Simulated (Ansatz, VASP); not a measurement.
In2S in VASP and in Ansatz

```
In S
1.0
     4.90549    0.00000    0.00000
    -2.45274    4.24828    0.00000
     0.00000    0.00000    3.76480
In S
2 1
Cartesian
  0.0000 2.8322 1.8824
  2.4527 1.4161 1.8824
  0.0000 0.0000 0.0000
```

Change from the starting cell: species swapped into the SrGa2 type (P6/mmm, No. 191).

Alike in both runs: functional PBE; k mesh 4 × 4 × 3; occupations gaussian, width 0.15 eV; no spin polarisation.

Ansatz relaxed the structure, and its values are those at the end. VASP's run is a single point on that final structure, the one shown.

```csv
,VASP,Ansatz
version,VASP 6.6.1,Ansatz 0.2.0
potentials or method,"VASP PAW PBE potentials, release 64 (In_d, S), cutoff 500 eV","scalar-relativistic, plane waves, PAW"
valence electrons in the cell,32,32
```

|  | VASP | Ansatz | Ansatz less VASP |
| --- | --- | --- | --- |
| gap on the k mesh at the Fermi level (eV) | none | none | - |
| pressure (GPa) | 0.3 | 0.3 | +0.05 |

A gap of «none» marks a metal or a gap that the smearing closes. The functional is the same, so the differences come from potentials, cutoffs and numerics.

The k mesh is coarse, so the values compare programs but aren't converged.
